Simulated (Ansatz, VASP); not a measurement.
# In2Sb in VASP and in Ansatz

POSCAR

```
In2Sb
1.0
    5.3799042018      0.0000000000      0.0000000000
   -2.6899521009      4.6591337087      0.0000000000
    0.0000000000      0.0000000000      6.7225520000
In Sb
4 2
Direct
    0.6666666667      0.3333333333      0.2500000000
    0.3333333333      0.6666666667      0.7500000000
    0.0000000000      0.0000000000      0.5000000000
    0.0000000000      0.0000000000      0.0000000000
    0.6666666667      0.3333333333      0.7500000000
    0.3333333333      0.6666666667      0.2500000000
```

INCAR.step1

```
PREC = Accurate
ENCUT = 520
ISMEAR = 1
SIGMA = 0.05
LREAL = F
LASPH = T
NELM = 80
NBANDS = 40
GGA = PE
ALGO = Normal
EDIFF = 1E-4
LWAVE = T
LCHARG = F
```

File INCAR.step2:

```
PREC = Accurate
ENCUT = 520
EDIFF = 1E-6
ISMEAR = 1
SIGMA = 0.05
LREAL = F
LASPH = T
NELM = 80
ALGO = Normal
ISIF = 2
LWAVE = F
LCHARG = F
METAGGA = R2SCAN
LMIXTAU = T
NBANDS = 40
ISTART = 1
```

The input KPOINTS:

```
Automatic mesh
0
Gamma
  12 12 6
```

Input for Ansatz:

```yaml
crystal:
  lattice:
    - [5.3799042018, 0.0, 0.0]
    - [-2.6899521009, 4.6591337087, 0.0]
    - [0.0, 0.0, 6.722552]
  atoms:
    - { symbol: In, position: [0.6666666667, 0.3333333333, 0.25] }
    - { symbol: In, position: [0.3333333333, 0.6666666667, 0.75] }
    - { symbol: In, position: [0.0, 0.0, 0.5] }
    - { symbol: In, position: [0.0, 0.0, 0.0] }
    - { symbol: Sb, position: [0.6666666667, 0.3333333333, 0.75] }
    - { symbol: Sb, position: [0.3333333333, 0.6666666667, 0.25] }
basis:
  ecutwfc: 500
kpoints:
  mp_grid: { grid: [12, 12, 6] }
hamiltonian:
  xc: r2scan
scf:
  occupations: { method: methfessel_paxton, width: 0.05 }
output:
  forces: true
  stress: true
  eigenvalues: true
```

Alike in both runs: task single point; functional r2SCAN; k mesh 12 × 12 × 6; occupations methfessel-paxton of order 1, width 0.05 eV; no spin polarisation.

|  | VASP | Ansatz |
| --- | --- | --- |
| version | VASP 6.6.1 | Ansatz 0.2.0 |
| potentials or method | VASP PAW PBE potentials, release 64 (In_d, Sb), cutoff 520 eV | scalar-relativistic, plane waves, PAW |
| valence electrons in the cell | 62 | 82 |

```tsv
	VASP	Ansatz	Ansatz less VASP
gap on the k mesh at the Fermi level (eV)	none	none	-
pressure (GPa)	-1.0	-0.9	+0.07
traceless stress, the component that is largest in VASP (GPa)	-1.26	-1.25	+0.013
```

VASP's potentials were made for PBE, not for r2SCAN. A gap of «none» marks a metal or a gap that the smearing closes. VASP's potentials hold 62 valence electrons a cell and Ansatz's 82, so a difference there can come from the potentials and not from the codes.

Neither program's run includes spin-orbit coupling.
